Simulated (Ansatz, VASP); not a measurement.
One calculation of ScBPt3, two programs

The input INCAR:

```
SYSTEM = ScBPt3
PREC = Accurate
ENCUT = 520
EDIFF = 1E-7
ISMEAR = -1
SIGMA = 0.1
LREAL = .FALSE.
LASPH = .TRUE.
NELM = 100
ALGO = Normal
ISIF = 2
LWAVE = .FALSE.
LCHARG = .FALSE.
GGA = PE
NBANDS = 30
```

KPOINTS

```
Automatic mesh
0
G
  8 8 8
  0 0 0
```

The input POSCAR:

```
ScBPt3
1.0
    4.3047775600      0.0000000000      0.0000000000
    0.0000000000      4.3047775600      0.0000000000
    0.0000000000      0.0000000000      4.1781746888
Sc B Pt
1 1 3
Direct
    0.0000000000      0.0000000000      0.0000000000
    0.5000000000      0.5000000000      0.5000000000
    0.0000000000      0.5000000000      0.5000000000
    0.5000000000      0.5000000000      0.0000000000
    0.5000000000      0.0000000000      0.5000000000
```

Input for Ansatz:

```yaml
crystal:
  lattice:
    - [4.30477756, 0.0, 0.0]
    - [0.0, 4.30477756, 0.0]
    - [0.0, 0.0, 4.1781746887560045]
  atoms:
    - { symbol: Sc, position: [0.0, 0.0, 0.0] }
    - { symbol: B, position: [0.5, 0.5, 0.5] }
    - { symbol: Pt, position: [0.0, 0.5, 0.5] }
    - { symbol: Pt, position: [0.5, 0.5, 0.0] }
    - { symbol: Pt, position: [0.5, 0.0, 0.5] }
basis:
  ecutwfc: 520.0
kpoints:
  mp_grid:
    grid: [8, 8, 8]
hamiltonian:
  xc: pbe
scf:
  occupations:
    method: fermi_dirac
    width: 0.1
output:
  stress: true
```

Alike in both runs: task single point; functional PBE; k mesh 8 × 8 × 8; occupations fermi-dirac, width 0.1 eV; no spin polarisation.

```csv
,VASP,Ansatz
version,VASP 6.6.1,Ansatz 0.2.0
potentials or method,"VASP PAW PBE potentials, release 64 (Sc_sv, B, Pt), cutoff 520 eV","plane waves, PAW"
valence electrons in the cell,44,68
```

|  | VASP | Ansatz | Ansatz less VASP |
| --- | --- | --- | --- |
| pressure (GPa) | -0.8 | -0.8 | -0.03 |
| traceless stress, the component that is largest in VASP (GPa) | 3.24 | 3.18 | -0.052 |

With one functional, cell and mesh, what is left measures potentials, basis and numerics. VASP's potentials hold 44 valence electrons a cell and Ansatz's 68, so a difference there can come from the potentials and not from the codes.

Spin-orbit coupling is off throughout.
